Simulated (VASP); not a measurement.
# Cs2CuAuCl6 (Fm-3m) in VASP: single point with LDA

Aim: the single point of Cs2CuAuCl6 with LDA.

All numbers are computed with VASP 6.6.1; they aren't measurements. Logs are shortened: lines on timing, memory, paths and dates and some standing lists are left out, and cuts for length are marked.

### Step 1. The cell of the first run

The structure is cubic, space group Fm-3m (No. 225). Conventional cell: a = 10.182 Å, b = 10.182 Å, c = 10.182 Å, α = 90.00°, β = 90.00°, γ = 90.00°. Cs (site symmetry -43m) has 12 Cl at 3.60 Å and 4 Cu at 4.41 Å and 4 Au at 4.41 Å within 4.7 Å. Within 3.3 Å of Cu (site symmetry m-3m) lie 6 Cl at 2.47 Å. Au (site symmetry m-3m) has 6 Cl at 2.62 Å within 3.5 Å. Cl (site symmetry 4mm) has 1 Cu at 2.47 Å and 1 Au at 2.62 Å within 3.3 Å.

### Step 2. Single point, LDA

The input, INCAR:

```
  PREC = Accurate
  ENCUT = 520
  EDIFF = 1E-7
  ISMEAR = -1
  SIGMA = 0.15
  LREAL = False
  LASPH = True
  NELM = 100
  ALGO = Normal
  ISIF = 2
  LWAVE = False
  LCHARG = False
  GGA = CA
  NBANDS = 52
```

The input, KPOINTS:

```
Automatic mesh
0
Gamma
  4 4 4
```

The input, POSCAR:

```
Cs2CuAuCl6
1.0
    0.0000000000      5.0908720000      5.0908720000
    5.0908720000      0.0000000000      5.0908720000
    5.0908720000      5.0908720000      0.0000000000
Cs Cu Au Cl
2 1 1 6
Direct
    0.7500000000      0.7500000000      0.7500000000
    0.2500000000      0.2500000000      0.2500000000
    0.5000000000      0.5000000000      0.5000000000
    0.0000000000      0.0000000000      0.0000000000
    0.7428260000      0.2571740000      0.2571740000
    0.2571740000      0.2571740000      0.7428260000
    0.2571740000      0.7428260000      0.7428260000
    0.2571740000      0.7428260000      0.2571740000
    0.7428260000      0.2571740000      0.7428260000
    0.7428260000      0.7428260000      0.2571740000
```

Potentials or basis: VASP PAW LDA potentials, release 64 (Cs_sv, Cu, Au, Cl).

Started as:

```sh
$ cat potpaw_LDA.64/Cs_sv/POTCAR potpaw_LDA.64/Cu/POTCAR potpaw_LDA.64/Au/POTCAR potpaw_LDA.64/Cl/POTCAR > POTCAR
$ mpirun -np 1 vasp_std > vasp.out
```

OUTCAR:

```text
PREC = Accurate
   ENCUT = 520
   EDIFF = 1E-7
   ISMEAR = -1
   LREAL = False
   LASPH = True
   NELM = 100
   ISIF = 2
   GGA = CA

 ion  position               nearest neighbor table
   1  0.750  0.750  0.750-
   2  0.250  0.250  0.250-
   3  0.500  0.500  0.500-   5 2.47   6 2.47   7 2.47   8 2.47   9 2.47  10 2.47
   4  0.000  0.000  0.000-   5 2.62   6 2.62   7 2.62   8 2.62   9 2.62  10 2.62
   5  0.743  0.257  0.257-   3 2.47   4 2.62
   6  0.257  0.257  0.743-   3 2.47   4 2.62
   7  0.257  0.743  0.743-   3 2.47   4 2.62
   8  0.257  0.743  0.257-   3 2.47   4 2.62
   9  0.743  0.257  0.743-   3 2.47   4 2.62
  10  0.743  0.743  0.257-   3 2.47   4 2.62

  LATTYP: Found a face centered cubic cell.
 ALAT       =    10.1817440000

  Lattice vectors:

 A1 = (   0.0000000000,   5.0908720000,   5.0908720000)
 A2 = (   5.0908720000,   0.0000000000,   5.0908720000)
 A3 = (   5.0908720000,   5.0908720000,   0.0000000000)

Analysis of symmetry for initial positions (statically):
=====================================================================
 Subroutine PRICEL returns:
 Original cell was already a primitive cell.

 Routine SETGRP: Setting up the symmetry group for a
 face centered cubic supercell.

 Subroutine GETGRP returns: Found 48 space group operations
 (whereof 48 operations were pure point group operations)
 out of a pool of 48 trial point group operations.

The static configuration has the point symmetry O_h .

Analysis of symmetry for dynamics (positions and initial velocities):
=====================================================================
 Subroutine PRICEL returns:
 Original cell was already a primitive cell.

 Routine SETGRP: Setting up the symmetry group for a
 face centered cubic supercell.

 Subroutine GETGRP returns: Found 48 space group operations
 (whereof 48 operations were pure point group operations)
 out of a pool of 48 trial point group operations.

The dynamic configuration has the point symmetry O_h .

 Subroutine INISYM returns: Found 48 space group operations
 (whereof 48 operations are pure point group operations),
 and found     1 'primitive' translations

[... 97 lines left out ...]
   IBRION =     -1    ionic relax: 0-MD 1-quasi-New 2-CG
   NFREE  =      0    steps in history (QN), initial steepest desc. (CG)
   ISIF   =      2    stress and relaxation
   ISYM   =      2    0-nonsym 1-usesym 2-fastsym
   POTIM  = 0.5000    time-step for ionic-motion
   TEBEG  =    0.0;   TEEND  =   0.0 temperature during run
   PSTRESS=    0.0 pullay stress
   NELECT =      82.0000    total number of electrons
   NUPDOWN=      -1.0000    fix difference up-down
   EMIN   =  10.00;   EMAX   =-10.00  energy-range for DOS
   EFERMI =   0.00;   METHOD = LEGACY
   ISMEAR =    -1;   SIGMA  =   0.15  broadening in eV -4-tet -1-fermi 0-gaus
   EFERMI_NEDOS =   21; number of points for ismear=-14 and -15
   IALGO  =     38    algorithm
   IMIX   =      4    mixing-type and parameters
     AMIX     =   0.40;   BMIX     =  1.00
     AMIX_MAG =   1.60;   BMIX_MAG =  1.00
  volume/ion in A,a.u.               =      26.39       178.08
  Fermi-wavevector in a.u.,A,eV,Ry     =   1.108861  2.095444 16.729365  1.229574
  Thomas-Fermi vector in A             =   2.245394
   LORBIT       =      0    0 simple, 1 ext, 2 COOP (PROOUT), +10 PAW based schemes
   GGA     = CA    functional components
   LHFCALC =     F    Hartree Fock is set to
   AEXX    =    0.0000 exact exchange contribution
   IVDW    =     0    specifies the selected vdW correction
   LEPSILON=     F    determine dielectric tensor
   LRPA    =     F    only Hartree local field effects (RPA)
 non-spin polarized calculation
  energy-cutoff  :      520.00
  volume of cell :      263.88
 maximum number of plane-waves:      7132
 NGX is ok and might be reduce to    54
   NGX = 27   NGY = 27   NGZ = 27

 number of electron      82.0000023 magnetization

 Free energy of the ion-electron system (eV)
  ---------------------------------------------------
  ext. energy  EPLUGINS =         0.00000000
  ---------------------------------------------------
  free energy    TOTEN  =       -35.56568654 eV

  energy without entropy =      -35.37842074  energy(sigma->0) =      -35.47205364

 E-fermi :   1.4013     XC(G=0):  -9.3578

 val. band max:        1.2919498246   @ k =  -0.2500   0.5000   0.2500
 cond. band min:       1.4022166372   @ k =  -0.2500   0.5000   0.2500
 fundamental gap:      0.1102668125
 Fermi energy:         1.4013228950

 k-point     1 :       0.0000    0.0000    0.0000
  band No.  band energies     occupation
      1     -18.1002      2.00000
      2     -18.0662      2.00000
      3     -13.0748      2.00000
      4     -12.5079      2.00000
      5     -12.5079      2.00000
      6     -12.5079      2.00000
[... 429 lines left out ...]
     51       9.0567      0.00000
     52       9.1027      0.00000

------------------------ aborting loop because EDIFF is reached ----------------------------------------

  FORCE on cell =-STRESS in cart. coord.  units (eV):
  Direction    XX          YY          ZZ          XY          YZ          ZX
  --------------------------------------------------------------------------------------
  -------------------------------------------------------------------------------------
  Total       -7.8553177     -7.8553177     -7.8553177     -0.0000000      0.0000000     -0.0000000
  in kB      -47.6944462    -47.6944462    -47.6944462     -0.0000000      0.0000000     -0.0000000
  external PRESSURE =     -47.6944462 kB  Pullay stress =       0.0000000 kB

 VOLUME and BASIS-vectors are now :
 -----------------------------------------------------------------------------
  energy-cutoff  :      520.00
  volume of cell :      263.88
      direct lattice vectors                 reciprocal lattice vectors
     0.000000000  5.090872000  5.090872000    -0.098215001  0.098215001  0.098215001
     5.090872000  0.000000000  5.090872000     0.098215001 -0.098215001  0.098215001
     5.090872000  5.090872000  0.000000000     0.098215001  0.098215001 -0.098215001

 POSITION                                       TOTAL-FORCE (eV/Angst)
 -----------------------------------------------------------------------------------
      7.63631      7.63631      7.63631        -0.000000     -0.000000     -0.000000
      2.54544      2.54544      2.54544         0.000000      0.000000      0.000000
      5.09087      5.09087      5.09087        -0.000000     -0.000000      0.000000
      0.00000      0.00000      0.00000        -0.000000     -0.000000      0.000000
      2.61848      5.09087      5.09087        -0.055615      0.000000      0.000000
      5.09087      5.09087      2.61848        -0.000000      0.000000     -0.055615
      7.56326      5.09087      5.09087         0.055615      0.000000      0.000000
      5.09087      2.61848      5.09087        -0.000000     -0.055615      0.000000
      5.09087      7.56326      5.09087        -0.000000      0.055615      0.000000
      5.09087      5.09087      7.56326        -0.000000      0.000000      0.055615
 -----------------------------------------------------------------------------------
    total drift:                                0.000000      0.000000     -0.000000

  FREE ENERGIE OF THE ION-ELECTRON SYSTEM (eV)
  ---------------------------------------------------
  free  energy   TOTEN  =       -35.5656865441 eV

  energy  without entropy=      -35.3784207388  energy(sigma->0) =      -35.47205364
```

Run time: 2.7 min. Hardware: 1 thread of Intel Xeon Platinum 8375C at 2.90GHz (Ice Lake), shared host; peak memory 0.38 GiB.

Results:

```
Free energy            : -35.5657 eV
Pressure               : -4.8 GPa
Largest force          : 0.056 eV/Å
Band gap on the k mesh : zero (band 41 reaches 2.19 eV, above the bottom of band 42 at 1.08 eV)
```

Forces on the atoms (eV/Å):
```
Cs   0.000  0.000  0.000
Cs   0.000  0.000  0.000
Cu   0.000  0.000  0.000
Au   0.000  0.000  0.000
Cl  -0.056  0.000  0.000
Cl   0.000  0.000 -0.056
Cl   0.056  0.000  0.000
Cl   0.000 -0.056  0.000
Cl   0.000  0.056  0.000
Cl   0.000  0.000  0.056
```

Levels at points of the mesh, in eV from the Fermi level:
```tsv
k point	band 38	band 39	band 40	band 41	band 42	band 43	band 44	band 45
(0.00, 0.00, 0.00)	-1.00	-1.00	-1.00	0.79	0.79	1.15	5.12	5.21
(0.50, 0.00, 0.00)	-1.33	-0.57	-0.57	-0.32	-0.32	3.07	4.39	6.39
(0.50, 0.50, 0.00)	-1.28	-1.10	-1.10	-1.03	0.79	3.86	6.36	6.45
```

Caveat: spin-orbit coupling is left out, which moves the levels of the heavy elements; semilocal functionals often make such compounds metallic where correlation or magnetic order opens a gap, which also shifts bond lengths. With open d or f shells a metallic result of LDA can be an artefact of self-interaction; +U or a hybrid may open a gap.
